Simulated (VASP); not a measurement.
# PbS in VASP: settings compared

The runs below take PbS through single point, with PBE+D4, PBE.

Everything below comes from runs of VASP 6.6.1. Logs are shortened: lines on timing, memory, paths and dates and some standing lists are left out, and cuts for length are marked.

**1. The cell of the first run**

The typed cell holds 4 atoms: a = 5.951 Å, b = 4.194 Å, c = 4.194 Å, α = 90.00°, β = 90.00°, γ = 90.00°.

**2. Single point, PBE+D4**

Contents of INCAR:

```
PREC = Accurate ; ENCUT = 520
EDIFF = 1E-6 ; ISMEAR = -1
SIGMA = 0.02 ; LREAL = F
LASPH = T ; NELM = 80
ALGO = Normal ; ISIF = 2
LWAVE = F ; LCHARG = T
GGA = PE ; IVDW = 13
LELF = T ; LVHAR = T
NBANDS = 28
```

Contents of KPOINTS:

```
regular mesh
0
Gamma
  4 6 6
```

Contents of POSCAR:

```
PbS
1.0
    5.9510805852      0.0000000000      0.0000000000
    0.0000000000      2.9657762842      2.9657762872
    0.0000000000     -2.9657762842      2.9657762872
Pb S
2 2
Direct
    0.7499904786      0.2605069013      0.7605069013
    0.2500095214      0.7605069013      0.2605069013
    0.7499046781      0.7604930987      0.2604930987
    0.2500953219      0.2604930987      0.7604930987
```

Potentials or basis: VASP PAW PBE potentials, release 64 (Pb_d, S).

Command:

```bash
$ cat potpaw_PBE.64/Pb_d/POTCAR potpaw_PBE.64/S/POTCAR > POTCAR
$ mpirun -np 1 vasp_std > vasp.out
```

OUTCAR:

```text
PREC = Accurate
   ENCUT = 520
   EDIFF = 1E-6
   ISMEAR = -1
   LREAL = F
   LASPH = T
   NELM = 80
   ISIF = 2
   GGA = PE
   IVDW = 13

 ion  position               nearest neighbor table
   1  0.750  0.261  0.761-   3 2.97   3 2.97   3 2.97   3 2.97   4 2.97   4 2.98
   2  0.250  0.761  0.261-   4 2.97   4 2.97   4 2.97   4 2.97   3 2.97   3 2.98
   3  0.750  0.760  0.260-   1 2.97   1 2.97   1 2.97   1 2.97   2 2.97   2 2.98
   4  0.250  0.260  0.760-   2 2.97   2 2.97   2 2.97   2 2.97   1 2.97   1 2.98

  LATTYP: Found a simple tetragonal cell.
 ALAT       =     4.1942410462
 C/A-ratio  =     1.4188694736

  Lattice vectors:

 A1 = (   0.0000000000,   2.9657762842,   2.9657762872)
 A2 = (   0.0000000000,  -2.9657762842,   2.9657762872)
 A3 = (   5.9510805852,   0.0000000000,   0.0000000000)

Analysis of symmetry for initial positions (statically):
=====================================================================
 Subroutine PRICEL returns:
 Original cell was already a primitive cell.

 Routine SETGRP: Setting up the symmetry group for a
 simple tetragonal supercell.

 Subroutine GETGRP returns: Found  4 space group operations
 (whereof  2 operations were pure point group operations)
 out of a pool of 16 trial point group operations.

The static configuration has the point symmetry C_2 .
 The point group associated with its full space group is C_2v.

Analysis of symmetry for dynamics (positions and initial velocities):
=====================================================================
 Subroutine PRICEL returns:
 Original cell was already a primitive cell.

 Routine SETGRP: Setting up the symmetry group for a
 simple tetragonal supercell.

 Subroutine GETGRP returns: Found  4 space group operations
 (whereof  2 operations were pure point group operations)
 out of a pool of 16 trial point group operations.

The dynamic configuration has the point symmetry C_2 .
 The point group associated with its full space group is C_2v.

 Subroutine INISYM returns: Found  4 space group operations
 (whereof  2 operations are pure point group operations),
 and found     1 'primitive' translations

----------------------------------------------------------------------------------------

                                     Primitive cell

  volume of cell :     104.6894

  direct lattice vectors                    reciprocal lattice vectors
     5.951080585  0.000000000  0.000000000     0.168036710  0.000000000  0.000000000
     0.000000000  2.965776284  2.965776287     0.000000000  0.168589925  0.168589924
     0.000000000 -2.965776284  2.965776287     0.000000000 -0.168589925  0.168589924

[... 90 lines left out ...]
   NSW    =      0    number of steps for IOM
   IBRION =     -1    ionic relax: 0-MD 1-quasi-New 2-CG
   NFREE  =      0    steps in history (QN), initial steepest desc. (CG)
   ISIF   =      2    stress and relaxation
   ISYM   =      2    0-nonsym 1-usesym 2-fastsym
   POTIM  = 0.5000    time-step for ionic-motion
   TEBEG  =    0.0;   TEEND  =   0.0 temperature during run
   PSTRESS=    0.0 pullay stress
   NELECT =      40.0000    total number of electrons
   NUPDOWN=      -1.0000    fix difference up-down
   EMIN   =  10.00;   EMAX   =-10.00  energy-range for DOS
   EFERMI =   0.00;   METHOD = LEGACY
   ISMEAR =    -1;   SIGMA  =   0.02  broadening in eV -4-tet -1-fermi 0-gaus
   EFERMI_NEDOS =   21; number of points for ismear=-14 and -15
   IALGO  =     38    algorithm
   IMIX   =      4    mixing-type and parameters
     AMIX     =   0.40;   BMIX     =  1.00
     AMIX_MAG =   1.60;   BMIX_MAG =  1.00
  volume/ion in A,a.u.               =      26.17       176.62
  Fermi-wavevector in a.u.,A,eV,Ry     =   1.187939  2.244878 19.200513  1.411198
  Thomas-Fermi vector in A             =   2.324079
   LORBIT       =      0    0 simple, 1 ext, 2 COOP (PROOUT), +10 PAW based schemes
   GGA     = PE    functional components
   LHFCALC =     F    Hartree Fock is set to
   AEXX    =    0.0000 exact exchange contribution
   IVDW    =    13    specifies the selected vdW correction
   LEPSILON=     F    determine dielectric tensor
   LRPA    =     F    only Hartree local field effects (RPA)
 non-spin polarized calculation
  energy-cutoff  :      520.00
  volume of cell :      104.69
 maximum number of plane-waves:      2848
 NGX is ok and might be reduce to    48
   NGX = 23   NGY = 15   NGZ = 15

 number of electron      40.0000001 magnetization

 Free energy of the ion-electron system (eV)
  ---------------------------------------------------
  ext. energy  EPLUGINS =         0.00000000
  ---------------------------------------------------
  free energy    TOTEN  =       -17.50487676 eV

  energy without entropy =      -17.50487482  energy(sigma->0) =      -17.50487579

 E-fermi :   5.9645     XC(G=0):  -9.6665

 val. band max:        5.7768851051   @ k =   0.5000   0.5000   0.0000
 cond. band min:       6.1521999699   @ k =   0.5000   0.5000   0.0000
 fundamental gap:      0.3753148648
 Fermi energy:         5.9645424668

 k-point     1 :       0.0000    0.0000    0.0000
  band No.  band energies     occupation
      1     -11.1759      2.00000
      2     -11.0624      2.00000
      3     -11.0402      2.00000
      4     -11.0402      2.00000
      5     -11.0376      2.00000
      6     -11.0251      2.00000
[... 733 lines left out ...]
     27      13.9196      0.00000
     28      13.9206      0.00000

 [... further k-points ...]

------------------------ aborting loop because EDIFF is reached ----------------------------------------

  DFT-D4 for vdW energy calculation

  Edisp (eV):   -1.50932

  FORCE on cell =-STRESS in cart. coord.  units (eV):
  Direction    XX          YY          ZZ          XY          YZ          ZX
  --------------------------------------------------------------------------------------
  -------------------------------------------------------------------------------------
  Total      -0.04913    -0.04402    -0.04362     0.00000     0.00000     0.00000
  in kB      -0.75190    -0.67362    -0.66760     0.00000     0.00000     0.00000
  external pressure =       -0.70 kB  Pullay stress =        0.00 kB

 VOLUME and BASIS-vectors are now :
 -----------------------------------------------------------------------------
  energy-cutoff  :      520.00
  volume of cell :      104.69
      direct lattice vectors                 reciprocal lattice vectors
     5.951080585  0.000000000  0.000000000     0.168036710  0.000000000  0.000000000
     0.000000000  2.965776284  2.965776287     0.000000000  0.168589925  0.168589924
     0.000000000 -2.965776284  2.965776287     0.000000000 -0.168589925  0.168589924

 POSITION                                       TOTAL-FORCE (eV/Angst)
 -----------------------------------------------------------------------------------
      4.46325     -1.48289      3.02810        -0.000059      0.000000     -0.000169
      1.48783      1.48289      3.02810         0.000059      0.000000     -0.000169
      4.46274      1.48289      3.02802         0.000501      0.000000      0.000169
      1.48834     -1.48289      3.02802        -0.000501      0.000000      0.000169
 -----------------------------------------------------------------------------------
    total drift:                                0.000000      0.000001     -0.000080

  FREE ENERGIE OF THE ION-ELECTRON SYSTEM (eV)
  ---------------------------------------------------
  free  energy   TOTEN  =       -19.0141978893 eV

  energy  without entropy=      -19.0141959478  energy(sigma->0) =      -19.01419692
```

OSZICAR:

```text
N       E                     dE             d eps       ncg     rms          rms(c)
DAV:   1     0.422512342469E+03    0.42251E+03   -0.19085E+04  2184   0.155E+03
DAV:   2     0.299510360599E+02   -0.39256E+03   -0.38047E+03  2200   0.406E+02
DAV:   3    -0.162538201543E+02   -0.46205E+02   -0.44972E+02  2832   0.156E+02
DAV:   4    -0.183873224408E+02   -0.21335E+01   -0.21252E+01  2552   0.345E+01
DAV:   5    -0.184765019527E+02   -0.89180E-01   -0.89170E-01  2936   0.737E+00    0.648E+00
DAV:   6    -0.174873795750E+02    0.98912E+00   -0.23911E+00  3028   0.962E+00    0.417E+00
DAV:   7    -0.174987820562E+02   -0.11402E-01   -0.42188E-01  2396   0.265E+00    0.272E+00
DAV:   8    -0.175108650100E+02   -0.12083E-01   -0.73153E-02  2696   0.234E+00    0.129E+00
DAV:   9    -0.175044165573E+02    0.64485E-02   -0.18435E-02  2980   0.116E+00    0.216E-01
DAV:  10    -0.175048495092E+02   -0.43295E-03   -0.23878E-03  2684   0.230E-01    0.938E-02
DAV:  11    -0.175048757881E+02   -0.26279E-04   -0.13495E-04  2564   0.901E-02    0.285E-02
DAV:  12    -0.175048767576E+02   -0.96954E-06   -0.96675E-06  2444   0.231E-02
   1 F= -.19014198E+02 E0= -.19014197E+02  d E =-.194152E-05
```

stdout:

```text
POSCAR found type information on POSCAR PbS
 POSCAR found :  2 types and       4 ions
 scaLAPACK will be used
 LDA part: xc-table for (Slater+PW92), standard interpolation
 POSCAR, INCAR and KPOINTS ok, starting setup
 FFT: planning ... GRIDC
 FFT: planning ... GRID_SOFT
 FFT: planning ... GRID
 WAVECAR not read
 entering main loop
```

Wall time 61 s (1 thread of Intel Xeon Platinum 8259CL at 2.50GHz (Skylake/Cascade Lake), shared host); peak memory 0.26 GiB.

What came out:

```
Free energy                : -19.0142 eV
Pressure                   : -0.1 GPa
Band gap on the k mesh     : 0.38 eV
Dispersion energy per atom : -0.377 eV
```

Levels at points of the mesh, in eV from the valence-band top:
```tsv
k point	band 18	band 19	band 20	band 21	band 22	band 23
(0.00, 0.00, 0.00)	-2.16	-2.16	-2.14	3.89	5.16	5.23
(0.50, 0.00, 0.00)	-2.81	-1.74	-1.73	2.43	2.43	4.76
(0.00, 0.50, 0.00)	-1.88	-0.78	-0.78	1.44	1.44	2.45
(0.50, 0.50, 0.00)	-1.76	0.00	0.00	0.38	0.38	1.96
(0.00, 0.50, 0.50)	-3.44	-3.40	-3.40	3.88	3.88	5.58
(0.50, 0.50, 0.50)	-4.41	-1.03	-1.03	2.18	2.18	4.68
```

Caveat: spin-orbit coupling is left out, which moves the levels of the heavy elements.

**3. Single point, PBE**

This run uses another cell than the first one, of 26.24 Å³/atom, 1.003 times its volume.

Contents of INCAR:

```
  PREC = Accurate
  ENCUT = 520
  EDIFF = 1E-6
  ISMEAR = -1
  SIGMA = 0.02
  LREAL = F
  LASPH = T
  NELM = 80
  ALGO = Normal
  ISIF = 2
  LWAVE = F
  LCHARG = T
  GGA = PE
  LELF = T
  LVHAR = T
  NBANDS = 28
```

Contents of KPOINTS:

```
Automatic mesh
0
Gamma
  4 6 6
```

Contents of POSCAR:

```
PbS
1.0
    5.9555789856      0.0000000000      0.0000000000
    0.0000000000      2.9685400393      2.9685400630
    0.0000000000     -2.9685400393      2.9685400630
Pb S
2 2
Direct
    0.7498944079      0.2605182553      0.7605182553
    0.2501055921      0.7605182553      0.2605182553
    0.7496622065      0.7604817447      0.2604817447
    0.2503377935      0.2604817447      0.7604817447
```

Potentials or basis: VASP PAW PBE potentials, release 64 (Pb_d, S).

Command:

```bash
$ cat potpaw_PBE.64/Pb_d/POTCAR potpaw_PBE.64/S/POTCAR > POTCAR
$ mpirun -np 1 vasp_std > vasp.out
```

Wall time 64 s (1 thread of Intel Xeon Platinum 8259CL at 2.50GHz (Skylake/Cascade Lake), shared host); peak memory 0.26 GiB.

Results (log left out):

```yaml
Free_energy: -17.5083 eV
Pressure: 1.8 GPa
Band_gap_on_the_k_mesh: 0.39 eV
```

Levels at points of the mesh, in eV from the valence-band top:
```
           k point  band 18  band 19  band 20  band 21  band 22  band 23
(0.00, 0.00, 0.00)    -2.15    -2.15    -2.12     3.90     5.15     5.23
(0.50, 0.00, 0.00)    -2.79    -1.73    -1.72     2.42     2.45     4.77
(0.00, 0.50, 0.00)    -1.87    -0.77    -0.77     1.45     1.45     2.45
(0.50, 0.50, 0.00)    -1.75     0.00     0.00     0.39     0.39     1.97
(0.00, 0.50, 0.50)    -3.42    -3.38    -3.38     3.89     3.89     5.57
(0.50, 0.50, 0.50)    -4.38    -1.03    -1.03     2.19     2.19     4.68
```

Caveat: spin-orbit coupling is left out, which moves the levels of the heavy elements. A k mesh can miss the band edges.
